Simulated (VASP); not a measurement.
Write the native input for VASP 6.6.1 that does the following.

* Task: single point
* Functional: LDA
* Potentials or basis: VASP PAW LDA potentials, release 64 (Tl_d, Se)
* Cutoff: 400 eV
* k mesh: 3 × 3 × 3
* Occupations: methfessel-paxton, width 0.114 eV
* Spin: no spin polarisation
* Dipole correction: no
* Further INCAR settings: ALGO = Normal; EDIFF = 1e-06; NBANDS = 44

The structure of Tl4Se3 (a cell with a defect) lies in POSCAR:

```
Tl4Se3
1.0
   -4.0640430000      4.0640430000      3.5471690000
    4.0640430000     -4.0640430000      3.5471690000
    4.0640430000      4.0640430000     -3.5471690000
Tl Se
4 3
Direct
    0.3520293780      0.2960251723     -0.0227570181
    0.7324879843      0.7916122357     -0.0901623088
    0.6624897399      0.2624988934      0.5402747953
    0.1962841851      0.6010979383      0.3919337222
    0.7379353132      0.2188203580      0.9571528894
    0.1208431439      1.1078741620      0.4421204451
    0.9153875641      0.7834406334      0.5442395664
```

One way to write it, as run:

INCAR

```
SYSTEM = Tl4Se3
ALGO = Normal ; EDIFF = 1E-6
ENCUT = 400 ; GGA_COMPAT = .False.
ISIF = 2 ; ISMEAR = 1
LASPH = .True. ; LCHARG = .True.
LELF = .True. ; LREAL = .False.
LVHAR = .True. ; LWAVE = .False.
NBANDS = 44 ; NELM = 120
PREC = Accurate ; SIGMA = 0.114
```

KPOINTS

```
k-points
0
Gamma
  3 3 3
  0 0 0
```

Potentials or basis: VASP PAW LDA potentials, release 64 (Tl_d, Se).

Command:

```sh
$ cat potpaw_LDA.64/Tl_d/POTCAR potpaw_LDA.64/Se/POTCAR > POTCAR
$ mpirun -np 1 vasp_std > vasp.out
```

Results of the run:

```yaml
Pressure: -1.6 GPa
Largest_force: 0.051 eV/Å
Band_gap_on_the_k_mesh: 0.62 eV
```

Caveat: spin-orbit coupling is left out, which moves the levels of the heavy elements.

It took 65 s on 1 thread of Intel(R) Xeon(R) 6975P-C (Granite Rapids), with other jobs on the host, peak memory 0.28 GiB.
